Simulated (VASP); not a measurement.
A run of VASP 6.6.1 is set up as follows.

INCAR

```
SYSTEM = GdSeO
PREC = Accurate ; ENCUT = 520
EDIFF = 1E-7 ; ISMEAR = 0
SIGMA = 0.05 ; LREAL = .FALSE.
LASPH = .TRUE. ; NELM = 150
ALGO = Normal ; ISIF = 2
LWAVE = .FALSE. ; LCHARG = .FALSE.
ISPIN = 2 ; MAGMOM = 6.9 6.9 0 0 0 0
LORBIT = 11 ; LMAXMIX = 6
LDAU = .TRUE. ; LDAUTYPE = 1
LDAUL = 3 -1 -1 ; LDAUU = 7.02 0 0
LDAUJ = 0.41 0 0 ; LDAUPRINT = 1
GGA = PE ; NBANDS = 43
```

The input KPOINTS:

```
regular mesh
0
G
  5 5 3
  0 0 0
```

Contents of POSCAR:

```
GdSeO
1.0
    4.1417014319      0.0000000000      0.0000000000
    0.0000000000      4.1417014319      0.0000000000
    0.0000000000      0.0000000000      6.9475755953
Gd Se O
2 2 2
Direct
    0.2500000000      0.2500000000      0.1498497577
    0.7500000000      0.7500000000      0.8501502423
    0.2500000000      0.2500000000      0.5538674662
    0.7500000000      0.7500000000      0.4461325338
    0.7500000000      0.2500000000      0.0000000000
    0.2500000000      0.7500000000      0.0000000000
```

Potentials or basis: VASP PAW PBE potentials, release 64 (Gd, Se, O).

Command:

```sh
$ cat potpaw_PBE.64/Gd/POTCAR potpaw_PBE.64/Se/POTCAR potpaw_PBE.64/O/POTCAR > POTCAR
$ mpirun -np 1 vasp_std > vasp.out
```

Problem. Predict the site moments.

Solution. Gd +6.85; Se -0.09; O -0.04 μB.

Problem. Predict the pressure.

Solution. 0.1 GPa.

Problem. Estimate the net moment.

Solution. 13.77 μB per cell.

Problem. What does it give for the largest force?

Solution. 0.018 eV/Å.

Forces in eV/Å, atoms in the order of the input:
```
Gd   0.000  0.000  0.009
Gd   0.000  0.000 -0.009
Se   0.000  0.000  0.018
Se   0.000  0.000 -0.018
O    0.000  0.000  0.000
O    0.000  0.000  0.000
```

 The state reached can hang on the start; a lower one may exist.
